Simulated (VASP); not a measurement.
Wanted: the native input for a VASP 6.6.1 run.

```
Task                   : single point
Functional             : PBE
Potentials or basis    : VASP PAW PBE potentials, release 64 (B, W_sv)
Cutoff                 : 520 eV
k mesh                 : 6 × 6 × 1
Occupations            : gaussian, width 0.1 eV
Spin                   : no spin polarisation
Dipole correction      : yes
Further INCAR settings : ALGO = Normal; EDIFF = 1e-06; NBANDS = 22
```

The structure of BW2 lies in POSCAR:

```
BW2
1.0
    2.8103190000      0.0000000000      0.0000000000
    0.0000000000      2.8103190000      0.0000000000
    0.0000000000      0.0000000000     17.0000000000
B W
1 2
Direct
    0.5000000000      0.5000000000      0.5000000000
    0.0000000000      0.0000000000      0.4261829600
    0.0000000000      0.0000000000      0.5738170400
```

One way to write it, as run:

INCAR

```
SYSTEM = BW2
PREC = Accurate ; ENCUT = 520
EDIFF = 1E-6 ; ISMEAR = 0
SIGMA = 0.1 ; LREAL = .False.
LASPH = .True. ; NELM = 60
ALGO = Normal ; ISIF = 2
LWAVE = .False. ; LCHARG = .False.
LDIPOL = .True. ; IDIPOL = 3
DIPOL = 0.5 0.5 0.500 ; GGA = PE
NBANDS = 22
```

KPOINTS

```
regular mesh
0
Gamma
  6 6 1
  0 0 0
```

Potentials or basis: VASP PAW PBE potentials, release 64 (B, W_sv).

The run is started by

```sh
$ cat potpaw_PBE.64/B/POTCAR potpaw_PBE.64/W_sv/POTCAR > POTCAR
$ mpirun -np 1 vasp_std > vasp.out
```

Results of the run:

* Largest force: 1.254 eV/Å

Caveat: the k points lie up to 0.37 Å⁻¹ apart.

It took 51 s on 1 thread of Intel Xeon 6975P-C (shared host), peak memory 0.25 GiB.
